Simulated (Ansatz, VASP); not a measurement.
**One calculation of Al, two programs**

File INCAR:

```
PREC     = Accurate       # precision mode
ENCUT    = 600            # plane-wave cutoff, eV
EDIFF    = 1E-6           # SCF threshold, eV
ISMEAR   = 0              # smearing method
SIGMA    = 0.1            # smearing width, eV
LREAL    = False          # projectors in reciprocal space
LASPH    = True           # aspherical terms in the spheres
NELM     = 100            # most SCF steps
ALGO     = Fast           # electronic algorithm
ISIF     = 3              # what is computed and relaxed
LWAVE    = False          # write WAVECAR
LCHARG   = False          # write CHGCAR
GGA      = PE             # functional
IBRION   = 2              # ionic algorithm
NSW      = 100            # ionic steps
EDIFFG   = -0.005         # ionic threshold
```

The input KPOINTS:

```
regular mesh
0
Gamma
  18 18 6
```

Contents of POSCAR:

```
Al
1.0
    2.8270770242      0.0000000000      0.0000000000
   -1.4135385121      2.4483205214      0.0000000000
    0.0000000000      0.0000000000      9.1859930700
Al
4
Direct
    0.0000000000      0.0000000000      0.0000000000
    0.3333333300      0.6666666700      0.2500000000
    0.0000000000      0.0000000000      0.5000000000
    0.6666666700      0.3333333300      0.7500000000
```

Input for Ansatz:

```yaml
crystal:
  lattice:
    - [2.8270770242, 0.0, 0.0]
    - [-1.4135385121, 2.4483205214, 0.0]
    - [0.0, 0.0, 9.18599307]
  atoms:
    - { symbol: Al, position: [0.0, 0.0, 0.0] }
    - { symbol: Al, position: [0.33333333, 0.66666667, 0.25] }
    - { symbol: Al, position: [0.0, 0.0, 0.5] }
    - { symbol: Al, position: [0.66666667, 0.33333333, 0.75] }
basis:
  ecutwfc: 420
kpoints:
  mp_grid: { grid: [18, 18, 6] }
hamiltonian:
  xc: pbe
scf:
  occupations: { method: gaussian, width: 0.1 }
output:
  forces: true
  stress: true
  eigenvalues: true
relax:
  adjacent_minimum: "off"
  f_tol: 0.005
  max_steps: 80
  cell: { stress_tol: 0.05 }
```

Alike in both runs: task relaxation of cell and atoms; functional PBE; k mesh 18 × 18 × 6; occupations gaussian, width 0.1 eV; no spin polarisation.

|  | VASP | Ansatz |
| --- | --- | --- |
| version | VASP 6.6.1 | Ansatz 0.2.0 |
| potentials or method | VASP PAW PBE potentials, release 64 (Al), cutoff 600 eV | scalar-relativistic, plane waves, PAW |
| valence electrons in the cell | 12 | 12 |

VASP gave:

```
gap on the k mesh at the Fermi level, each at its own relaxed structure (eV) : none
relaxed volume (Å³/atom)                                                     : 16.54
relaxed cell length with the largest relative difference (Å)                 : 9.380
```

Problem. Estimate Ansatz's values.

Solution. gap on the k mesh at the Fermi level, each at its own relaxed structure (eV): none; relaxed volume (Å³/atom): 16.55; relaxed cell length with the largest relative difference (Å): 9.383.

A gap of «none» marks a metal or a gap that the smearing closes.
